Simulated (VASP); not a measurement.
## ZrSi2: single point with PBE

The system is ZrSi2.

```
Zr Si
1.0
     4.58867   -2.31828    0.00000
     4.58867    2.31828    0.00000
     0.00000    0.00000    4.64253
Zr Si
2 4
Direct
  0.75004 0.24996 0.75000
  0.24996 0.75004 0.25000
  0.94023 0.44081 0.25000
  0.55919 0.05977 0.25000
  0.44081 0.94023 0.75000
  0.05977 0.55919 0.75000
```

| Quantity | Value |
| --- | --- |
| Program | VASP 6.6.1 |
| Task | single point |
| Functional | PBE |
| Potentials or basis | VASP PAW PBE potentials, release 64 (Zr_sv, Si) |
| Cutoff | 520 eV |
| k mesh | 4 × 4 × 4 |
| Occupations | gaussian, width 0.2 eV |
| Spin | no spin polarisation |
| Dipole correction | no |
| Further INCAR settings | ALGO = Normal; EDIFF = 1e-06; NBANDS = 29 |

- Pressure: 0.3 GPa
- Largest force: 0.009 eV/Å
- Band gap on the k mesh: zero (band 20 reaches 10.30 eV, above the bottom of band 21 at 9.21 eV)

Forces in eV/Å, atoms in the order of the input:
```
Zr   0.000  0.000  0.000
Zr   0.000  0.000  0.000
Si   0.009 -0.003  0.000
Si  -0.009 -0.003  0.000
Si   0.009  0.003  0.000
Si  -0.009  0.003  0.000
```

Stress tensor (GPa, compression positive):
```
0.48 0.00 0.00
0.00 0.17 0.00
0.00 0.00 0.36
```

Levels at points of the mesh, in eV from the Fermi level:
```
           k point  band 16  band 17  band 18  band 19  band 20  band 21  band 22  band 23  band 24  band 25
(0.00, 0.00, 0.00)    -3.20    -1.60    -1.17    -1.16    -0.88     0.72     1.29     2.60     3.25     3.33
(0.50, 0.00, 0.00)    -3.12    -1.74    -1.74    -0.20    -0.20     0.29     0.29     2.50     2.51     2.77
(0.50, 0.50, 0.00)    -1.59    -1.27    -1.13    -0.11    -0.11     0.70     1.30     1.65     1.65     2.23
(0.00, 0.00, 0.50)    -3.16    -2.05    -2.05    -0.11    -0.11     0.00     0.00     3.55     3.55     4.08
(0.50, 0.00, 0.50)    -3.02    -0.92    -0.92     0.34     0.34     2.05     2.05     2.87     2.87     3.96
(0.50, 0.50, 0.50)    -3.65    -0.32    -0.32     0.02     0.02     0.79     0.79     1.65     1.65     1.80
```

It took 31 s on 1 thread of Intel(R) Xeon(R) 6975P-C (Granite Rapids), on a shared host, peak memory 0.24 GiB.

Caveat: the k points lie up to 0.38 Å⁻¹ apart.
